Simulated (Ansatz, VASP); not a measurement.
**C in VASP and in Ansatz**

Contents of INCAR:

```
ALGO = Normal
EDIFF = 1E-7
ENCUT = 520
GGA = PS
ISIF = 2
ISMEAR = 0
IVDW = 12
LASPH = True
LCHARG = False
LREAL = False
LWAVE = False
NBANDS = 11
NELM = 80
PREC = Accurate
SIGMA = 0.03
```

File KPOINTS:

```
k-points
0
Gamma
  18 18 18
```

File POSCAR:

```
C
1.0
    0.0000000000      1.9282916791      3.4010067066
    1.1140365825      0.0000000000      3.4010067066
    1.1140365825      1.9282916791      0.0000000000
C
2
Direct
    0.1667066167      0.8332933833      0.1667066167
    0.8332933833      0.1667066167      0.8332933833
```

Input for Ansatz:

```yaml
crystal:
  lattice:
    - [0.0, 1.9282916791, 3.4010067066]
    - [1.1140365825, 0.0, 3.4010067066]
    - [1.1140365825, 1.9282916791, 0.0]
  atoms:
    - { symbol: C, position: [0.1667066167, 0.8332933833, 0.1667066167] }
    - { symbol: C, position: [0.8332933833, 0.1667066167, 0.8332933833] }
basis:
  ecutwfc: 520.0
kpoints:
  mp_grid: { grid: [18, 18, 18] }
hamiltonian:
  xc: pbesol
  pseudopotentials: { kind: paw, azcp: { folder: soft_1 } }
  dispersion: d3bj
scf:
  occupations: { method: gaussian, width: 0.03 }
output:
  forces: true
  stress: true
  eigenvalues: true
```

Change from the starting cell: volume 7.306 Å^3 an atom, stretch along c over the lengths across it, relative to the relaxed cell 1.1290.

Alike in both runs: task single point; functional PBEsol; dispersion D3(BJ); k mesh 18 × 18 × 18; occupations gaussian, width 0.03 eV; no spin polarisation.

|  | VASP | Ansatz |
| --- | --- | --- |
| version | VASP 6.6.1 | Ansatz 0.2.0 |
| potentials or method | VASP PAW PBE potentials, release 64 (C), cutoff 520 eV | scalar-relativistic, plane waves, PAW |
| valence electrons in the cell | 8 | 8 |

```tsv
	VASP	Ansatz	Ansatz less VASP
gap on the k mesh at the Fermi level (eV)	0.06	0.06	0.000
least direct gap on the mesh (eV)	0.12	0.12	0.000
```

VASP's potentials were made for PBE, not for PBEsol, and Ansatz warns of the same on its side.
